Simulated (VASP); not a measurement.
Wanted: the native input for a VASP 6.6.1 run.

```yaml
Task: relaxation of cell and atoms
Functional: r2SCAN
Potentials_or_basis: VASP PAW PBE potentials, release 64 (Ga_d, N)
Cutoff: 600 eV
k_mesh: 10 × 10 × 10
Occupations: gaussian, width 0.02 eV
Spin: no spin polarisation
Dipole_correction: no
Further_INCAR_settings: ALGO = Normal; EDIFF = 1e-06; IBRION = 2; EDIFFG = -0.005; NSW = 100; ISIF = 3
```

The system is GaN.

```
CELL_PARAMETERS angstrom
0.00000 2.25444 2.25444
2.25444 0.00000 2.25444
2.25444 2.25444 0.00000
ATOMIC_POSITIONS crystal
Ga 0.00000 0.00000 0.00000
N 0.75000 0.75000 0.75000
```

One way to write it, as run:

POSCAR

```
GaN
1.0
    0.0000000000      2.2544365421      2.2544365421
    2.2544365421      0.0000000000      2.2544365421
    2.2544365421      2.2544365421      0.0000000000
Ga N
1 1
Direct
    0.0000000000      0.0000000000      0.0000000000
    0.7500000000      0.7500000000      0.7500000000
```

INCAR.step1

```
SYSTEM = GaN
  PREC = Accurate
  ENCUT = 600
  ISMEAR = 0
  SIGMA = 0.02
  LREAL = .False.
  LASPH = .True.
  NELM = 100
  GGA = PE
  ALGO = Normal
  EDIFF = 1E-4
  LWAVE = .True.
  LCHARG = .False.
```

INCAR.step2

```
SYSTEM = GaN
  PREC = Accurate
  ENCUT = 600
  EDIFF = 1E-6
  ISMEAR = 0
  SIGMA = 0.02
  LREAL = .False.
  LASPH = .True.
  NELM = 100
  ALGO = Normal
  ISIF = 3
  LWAVE = .False.
  LCHARG = .False.
  METAGGA = R2SCAN
  LMIXTAU = .True.
  IBRION = 2
  NSW = 100
  EDIFFG = -0.005
  ISTART = 1
```

KPOINTS

```
regular mesh
0
Gamma
  10 10 10
  0 0 0
```

Potentials or basis: VASP PAW PBE potentials, release 64 (Ga_d, N).

Command:

```bash
$ cat potpaw_PBE.64/Ga_d/POTCAR potpaw_PBE.64/N/POTCAR > POTCAR
$ cp INCAR.step1 INCAR
$ mpirun -np 1 vasp_std > vasp.out
$ cp INCAR.step2 INCAR
$ mpirun -np 1 vasp_std > vasp.out
```

It gave:

```
Relaxed volume                         : 11.44 Å³/atom
Relaxed cell                           : a = 3.186 Å, b = 3.186 Å, c = 3.186 Å, α = 60.00°, β = 60.00°, γ = 60.00°
Space group after relaxing (to 0.05 Å) : F-43m (No. 216)
Energy gained by relaxing              : 0.0 meV/atom
Ionic steps                            : 3
Pressure after relaxing                : 0.0 GPa
Band gap on the k mesh                 : 2.12 eV, direct
```

Caveat: the PAW data sets were made with another functional, which shifts forces and pressure a little.

Run time: 2.2 min on 1 thread of Intel(R) Xeon(R) Platinum 8375C CPU @ 2.90GHz (Ice Lake), on a shared host, peak memory 0.18 GiB.
